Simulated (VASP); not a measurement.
# Mo (I4/mmm) in VASP: notebook

Runs on Mo. Level: PBEsol. Tasks: single point.

Everything below comes from runs of VASP 6.6.1. Logs are shortened: lines on timing, memory, paths and dates and some standing lists are left out, and cuts for length are marked.

## Step 1: The cell of the first run

The structure is tetragonal, space group I4/mmm (No. 139). The conventional cell has a = 3.095 Å, b = 3.095 Å, c = 3.236 Å, α = 90.00°, β = 90.00°, γ = 90.00°. Mo (site symmetry 4/mmm) has 14 Mo at 2.72 to 3.24 Å within 3.6 Å.

## Step 2: Single point, PBEsol (strain -0.015 along x and y, +0.030 along z)

INCAR

```
SYSTEM = Mo
PREC     = Accurate       ! precision mode
ENCUT    = 500            ! plane-wave cutoff, eV
EDIFF    = 1E-6           ! SCF threshold, eV
ISMEAR   = 0              ! smearing method
SIGMA    = 0.15           ! smearing width, eV
LREAL    = .FALSE.        ! projectors in reciprocal space
LASPH    = .TRUE.         ! aspherical terms in the spheres
NELM     = 120            ! most SCF steps
ALGO     = Normal         ! electronic algorithm
ISIF     = 2              ! what is computed and relaxed
LWAVE    = .FALSE.        ! write WAVECAR
LCHARG   = .FALSE.        ! write CHGCAR
GGA      = PS             ! functional
NBANDS   = 13             ! bands
GGA_COMPAT= .FALSE.
```

KPOINTS

```
Automatic mesh
0
G
  22 22 22
  0 0 0
```

POSCAR

```
Mo
1.0
   -1.5474350000      1.5474350000      1.6181300000
    1.5474350000     -1.5474350000      1.6181300000
    1.5474350000      1.5474350000     -1.6181300000
Mo
1
Direct
    0.0000000000      0.0000000000      0.0000000000
```

Potentials or basis: VASP PAW PBE potentials, release 64 (Mo_sv).

The run is started by

```sh
$ cat potpaw_PBE.64/Mo_sv/POTCAR > POTCAR
$ mpirun -np 1 vasp_std > vasp.out
```

OUTCAR:

```text
SYSTEM = Mo
   PREC = Accurate
   ENCUT = 500
   EDIFF = 1E-6
   ISMEAR = 0
   LREAL = .FALSE.
   LASPH = .TRUE.
   NELM = 120
   ISIF = 2
   GGA = PS

 ion  position               nearest neighbor table
   1  0.000  0.000  0.000-

  LATTYP: Found a body centered tetragonal cell.
 ALAT       =     3.0948700000
 C/A-ratio  =     1.0456852792

  Lattice vectors:

 A1 = (  -1.5474350000,   1.5474350000,   1.6181300000)
 A2 = (   1.5474350000,  -1.5474350000,   1.6181300000)
 A3 = (   1.5474350000,   1.5474350000,  -1.6181300000)

Analysis of symmetry for initial positions (statically):
=====================================================================
 Subroutine PRICEL returns:
 Original cell was already a primitive cell.

 Routine SETGRP: Setting up the symmetry group for a
 body centered tetragonal supercell.

 Subroutine GETGRP returns: Found 16 space group operations
 (whereof 16 operations were pure point group operations)
 out of a pool of 16 trial point group operations.

The static configuration has the point symmetry D_4h.

Analysis of symmetry for dynamics (positions and initial velocities):
=====================================================================
 Subroutine PRICEL returns:
 Original cell was already a primitive cell.

 Routine SETGRP: Setting up the symmetry group for a
 body centered tetragonal supercell.

 Subroutine GETGRP returns: Found 16 space group operations
 (whereof 16 operations were pure point group operations)
 out of a pool of 16 trial point group operations.

The dynamic configuration has the point symmetry D_4h.

 Subroutine INISYM returns: Found 16 space group operations
 (whereof 16 operations are pure point group operations),
 and found     1 'primitive' translations

----------------------------------------------------------------------------------------

                                     Primitive cell

  volume of cell :      15.4988

  direct lattice vectors                    reciprocal lattice vectors
    -1.547435000  1.547435000  1.618130000     0.000000000  0.323115349  0.308998659
     1.547435000 -1.547435000  1.618130000     0.323115349  0.000000000  0.308998659
     1.547435000  1.547435000 -1.618130000     0.323115349  0.323115349  0.000000000

  length of vectors
     2.721663986  2.721663986  2.721663986     0.447083549  0.447083549  0.456954109

  position of ions in fractional coordinates (direct lattice)
     0.000000000  0.000000000  0.000000000

  ion indices of the primitive-cell ions
   primitive index   ion index
                 1           1

----------------------------------------------------------------------------------------

 KPOINTS: Automatic mesh

Automatic generation of k-mesh.
 Grid dimensions read from file:
 generate k-points for:   22   22   22

 Generating k-lattice:

  Cartesian coordinates                     Fractional coordinates (reciprocal lattice)
     0.000000000  0.014687061  0.014045394     0.045454545  0.000000000 -0.000000000
     0.014687061  0.000000000  0.014045394     0.000000000  0.045454545 -0.000000000
     0.014687061  0.014687061  0.000000000     0.000000000  0.000000000  0.045454545

  Length of vectors
     0.020321980  0.020321980  0.020770641

  Shift w.r.t. Gamma in fractional coordinates (k-lattice)
     0.000000000  0.000000000  0.000000000

 Subroutine IBZKPT returns following result:
 ===========================================

 Found    834 irreducible k-points:

 Following reciprocal coordinates:
            Coordinates               Weight
  0.000000  0.000000  0.000000      1.000000
  0.045455  0.000000 -0.000000      8.000000
  0.090909  0.000000 -0.000000      8.000000
  0.136364  0.000000 -0.000000      8.000000
  0.181818  0.000000 -0.000000      8.000000
  0.227273  0.000000 -0.000000      8.000000
[... 16 lines left out ...]
  0.500000  0.045455 -0.000000     16.000000
 -0.454545  0.045455  0.000000     16.000000
 [... further k-points ...]
   k-points           NKPTS =    834   k-points in BZ     NKDIM =    834   number of bands    NBANDS=     13
   number of dos      NEDOS =    301   number of ions     NIONS =      1
   total plane-waves  NPLWV =   8000
   dimension x,y,z NGX =    20 NGY =   20 NGZ =   20
   dimension x,y,z NGXF=    40 NGYF=   40 NGZF=   40
   ions per type =               1
   NGX,Y,Z   is equivalent  to a cutoff of  12.22, 12.22, 12.22 a.u.
   NGXF,Y,Z  is equivalent  to a cutoff of  24.43, 24.43, 24.43 a.u.
 SYSTEM =  Mo
   PREC   = accura    normal or accurate (medium, high low for compatibility)
   ISTART =      0    job   : 0-new  1-cont  2-samecut
   ICHARG =      2    charge: 1-file 2-atom 10-const
   ISPIN  =      1    spin polarized calculation?
   LNONCOLLINEAR =      F non collinear calculations
   LSORBIT =      F    spin-orbit coupling
   LASPH  =      T    aspherical Exc in radial PAW
   ENCUT  =  500.0 eV  36.75 Ry    6.06 a.u.   4.96  4.96  4.96*2*pi/ulx,y,z
   NELM   =    120;   NELMIN=  2; NELMDL= -5     # of ELM steps
   EDIFF  = 0.1E-05   stopping-criterion for ELM
   LREAL  =      F    real-space projection
   EDIFFG = 0.1E-04   stopping-criterion for IOM
   NSW    =      0    number of steps for IOM
   IBRION =     -1    ionic relax: 0-MD 1-quasi-New 2-CG
   NFREE  =      0    steps in history (QN), initial steepest desc. (CG)
   ISIF   =      2    stress and relaxation
   ISYM   =      2    0-nonsym 1-usesym 2-fastsym
   POTIM  = 0.5000    time-step for ionic-motion
   TEBEG  =    0.0;   TEEND  =   0.0 temperature during run
   PSTRESS=    0.0 pullay stress
   NELECT =      14.0000    total number of electrons
   NUPDOWN=      -1.0000    fix difference up-down
   EMIN   =  10.00;   EMAX   =-10.00  energy-range for DOS
   EFERMI =   0.00;   METHOD = LEGACY
   ISMEAR =     0;   SIGMA  =   0.15  broadening in eV -4-tet -1-fermi 0-gaus
   EFERMI_NEDOS =   21; number of points for ismear=-14 and -15
   IALGO  =     38    algorithm
   IMIX   =      4    mixing-type and parameters
     AMIX     =   0.40;   BMIX     =  1.00
     AMIX_MAG =   1.60;   BMIX_MAG =  1.00
  volume/ion in A,a.u.               =      15.50       104.59
  Fermi-wavevector in a.u.,A,eV,Ry     =   1.582528  2.990544 34.074365  2.504395
  Thomas-Fermi vector in A             =   2.682437
   LORBIT       =      0    0 simple, 1 ext, 2 COOP (PROOUT), +10 PAW based schemes
   GGA     = PS    functional components
   LHFCALC =     F    Hartree Fock is set to
   AEXX    =    0.0000 exact exchange contribution
   IVDW    =     0    specifies the selected vdW correction
   LEPSILON=     F    determine dielectric tensor
   LRPA    =     F    only Hartree local field effects (RPA)
 non-spin polarized calculation
 Gauss-broadening in eV      SIGMA  =   0.15
  energy-cutoff  :      500.00
  volume of cell :       15.50
 maximum number of plane-waves:       407
   NGX =  9   NGY =  9   NGZ =  9

 number of electron      14.0000001 magnetization

 Free energy of the ion-electron system (eV)
  ---------------------------------------------------
  ext. energy  EPLUGINS =         0.00000000
  ---------------------------------------------------
  free energy    TOTEN  =       -11.76003693 eV

  energy without entropy =      -11.75286469  energy(sigma->0) =      -11.75645081

 E-fermi :  12.5940     XC(G=0): -13.5764

 val. band max:       12.5817506354   @ k =   0.3636   0.0909   0.0455
 cond. band min:      12.5977250039   @ k =  -0.1818  -0.2273   0.0909
 fundamental gap:      0.0159743684
 Fermi energy:        12.5940151535

 k-point     1 :       0.0000    0.0000    0.0000
  band No.  band energies     occupation
      1     -48.5883      2.00000
      2     -21.8633      2.00000
      3     -21.8520      2.00000
      4     -21.8520      2.00000
      5       5.2895      2.00000
      6      11.0730      2.00000
      7      11.0730      2.00000
      8      11.5743      2.00000
      9      13.9202      0.00000
     10      14.5667      0.00000
     11      26.8868      0.00000
     12      27.7310      0.00000
     13      27.7310      0.00000

 k-point     2 :       0.0455    0.0000   -0.0000
  band No.  band energies     occupation
      1     -48.5829      2.00000
      2     -21.8901      2.00000
      3     -21.8612      2.00000
      4     -21.8569      2.00000
      5       5.3815      2.00000
      6      11.0682      2.00000
      7      11.0876      2.00000
      8      11.5947      2.00000
      9      13.8650      0.00000
     10      14.5394      0.00000
     11      27.0301      0.00000
     12      27.8460      0.00000
     13      27.8844      0.00000

 k-point     3 :       0.0909    0.0000   -0.0000
  band No.  band energies     occupation
      1     -48.5672      2.00000
      2     -21.9811      2.00000
      3     -21.8881      2.00000
      4     -21.8577      2.00000
      5       5.6487      2.00000
      6      11.0454      2.00000
      7      11.0466      2.00000
      8      11.7457      2.00000
      9      13.7179      0.00000
     10      14.4847      0.00000
     11      27.3726      0.00000
     12      28.1858      0.00000
     13      28.3363      0.00000

 k-point     4 :       0.1364    0.0000   -0.0000
  band No.  band energies     occupation
      1     -48.5422      2.00000
      2     -22.1239      2.00000
      3     -21.9303      2.00000
      4     -21.8580      2.00000
      5       6.0619      2.00000
      6      10.8798      2.00000
      7      10.9884      2.00000
      8      12.1109      1.99999
      9      13.5503      0.00000
     10      14.4415      0.00000
     11      27.7035      0.00000
     12      28.6762      0.00000
     13      29.0630      0.00000

 k-point     5 :       0.1818    0.0000   -0.0000
  band No.  band energies     occupation
      1     -48.5100      2.00000
      2     -22.3044      2.00000
      3     -21.9841      2.00000
      4     -21.8582      2.00000
      5       6.5633      2.00000
      6      10.6358      2.00000
      7      10.9078      2.00000
      8      12.6561      0.55809
      9      13.4565      0.00000
     10      14.4263      0.00000
     11      27.8011      0.00000
     12      29.0629      0.00000
     13      30.0316      0.00000
[... 257 lines left out ...]
 k-point    22 :       0.4545    0.0455   -0.0000
  band No.  band energies     occupation
      1     -48.3155      2.00000
      2     -23.2955      2.00000
      3     -22.2997      2.00000
      4     -21.8718      2.00000
      5       7.2978      2.00000
      6       9.3708      2.00000
      7      13.6800      0.00000
      8      13.9489      0.00000
      9      15.1701      0.00000
     10      17.5098      0.00000
     11      24.2190      0.00000
     12      24.7995      0.00000
     13      30.2291      0.00000

 k-point    23 :       0.5000    0.0455   -0.0000
  band No.  band energies     occupation
      1     -48.3152      2.00000
      2     -23.2966      2.00000
      3     -22.2994      2.00000
      4     -21.8727      2.00000
      5       7.2969      2.00000
      6       9.3684      2.00000
      7      13.5547      0.00000
      8      14.1078      0.00000
      9      15.1669      0.00000
     10      17.5016      0.00000
     11      24.2272      0.00000
     12      24.7611      0.00000
     13      30.2378      0.00000

 k-point    24 :      -0.4545    0.0455    0.0000
  band No.  band energies     occupation
      1     -48.3261      2.00000
      2     -23.2442      2.00000
      3     -22.2815      2.00000
      4     -21.8734      2.00000
      5       7.3601      2.00000
      6       9.4299      2.00000
      7      13.1340      0.00000
      8      14.1155      0.00000
      9      15.0604      0.00000
     10      17.0967      0.00000
     11      24.7145      0.00000
     12      25.0002      0.00000
     13      30.8315      0.00000

 [... further k-points ...]

------------------------ aborting loop because EDIFF is reached ----------------------------------------

  FORCE on cell =-STRESS in cart. coord.  units (eV):
  Direction    XX          YY          ZZ          XY          YZ          ZX
  --------------------------------------------------------------------------------------
  -------------------------------------------------------------------------------------
  Total        0.2136666      0.2136666     -1.0751711      0.0000000     -0.0000000     -0.0000000
  in kB       22.0876246     22.0876246   -111.1449962      0.0000000     -0.0000000     -0.0000000
  external PRESSURE =     -22.3232490 kB  Pullay stress =       0.0000000 kB

 VOLUME and BASIS-vectors are now :
 -----------------------------------------------------------------------------
  energy-cutoff  :      500.00
  volume of cell :       15.50
      direct lattice vectors                 reciprocal lattice vectors
    -1.547435000  1.547435000  1.618130000     0.000000000  0.323115349  0.308998659
     1.547435000 -1.547435000  1.618130000     0.323115349  0.000000000  0.308998659
     1.547435000  1.547435000 -1.618130000     0.323115349  0.323115349  0.000000000

 POSITION                                       TOTAL-FORCE (eV/Angst)
 -----------------------------------------------------------------------------------
      0.00000      0.00000      0.00000         0.000000      0.000000      0.000000
 -----------------------------------------------------------------------------------
    total drift:                                0.000000      0.000000      0.000000

  FREE ENERGIE OF THE ION-ELECTRON SYSTEM (eV)
  ---------------------------------------------------
  free  energy   TOTEN  =       -11.7600369300 eV

  energy  without entropy=      -11.7528646905  energy(sigma->0) =      -11.75645081
```

Wall time 2.4 min (1 thread of Intel Xeon 8259CL, shared host); peak memory 0.25 GiB.

What came out:

- Free energy: -11.7600 eV
- Pressure: -2.2 GPa
- Band gap on the k mesh: zero (bands 7 and 8 overlap by 5.07 eV)

Stress tensor (GPa, compression positive):
```
  2.21   0.00   0.00
  0.00   2.21   0.00
  0.00   0.00 -11.11
```

Caveat: the cell differs from its parent crystal (strain -0.015 along x and y, +0.030 along z); the PAW data sets were made with another functional, which shifts forces and pressure a little.

## Step 3: Single point, PBEsol (strain +0.015 along x and y, -0.030 along z)

INCAR

```
SYSTEM = Mo
ALGO = Normal ; EDIFF = 1E-6
ENCUT = 500 ; GGA = PS
GGA_COMPAT = .FALSE. ; ISIF = 2
ISMEAR = 0 ; LASPH = .TRUE.
LCHARG = .FALSE. ; LREAL = .FALSE.
LWAVE = .FALSE. ; NBANDS = 13
NELM = 120 ; PREC = Accurate
SIGMA = 0.15
```

KPOINTS

```
k-points
0
G
  22 22 22
  0 0 0
```

POSCAR

```
Mo
1.0
   -1.5945650000      1.5945650000      1.5238700000
    1.5945650000     -1.5945650000      1.5238700000
    1.5945650000      1.5945650000     -1.5238700000
Mo
1
Direct
    0.0000000000      0.0000000000      0.0000000000
```

Potentials or basis: VASP PAW PBE potentials, release 64 (Mo_sv).

The run is started by

```sh
$ cat potpaw_PBE.64/Mo_sv/POTCAR > POTCAR
$ mpirun -np 1 vasp_std > vasp.out
```

Run time: 3 min. Hardware: 1 thread of Intel Xeon 8259CL, shared host; peak memory 0.25 GiB.

The run converged. Its results:

- Free energy: -11.7588 eV
- Pressure: -2.2 GPa
- Band gap on the k mesh: zero (bands 7 and 8 overlap by 5.33 eV)

Stress tensor (GPa, compression positive):
```
-6.97  0.00  0.00
 0.00 -6.97  0.00
 0.00  0.00  7.26
```

Levels at points of the mesh, in eV from the Fermi level:
```
           k point  band 4  band 5  band 6  band 7  band 8  band 9  band 10  band 11
(0.00, 0.00, 0.00)  -34.43   -7.31   -1.72   -1.17   -1.17    1.30     2.00    14.56
(0.50, 0.00, 0.00)  -34.48   -5.42   -3.62    1.76    1.78    2.64     4.86    11.91
(0.50, 0.50, 0.00)  -34.44   -5.35   -3.05    1.25    1.40    2.13     4.77    11.48
(0.50, 0.50, 0.50)  -35.35   -5.58   -5.47    4.02    4.02    4.18     8.70     8.70
```

Caveat: the cell differs from its parent crystal (strain +0.015 along x and y, -0.030 along z); the PAW data sets were made with another functional, which shifts forces and pressure a little.

(Part 1 of 2 ends here.)
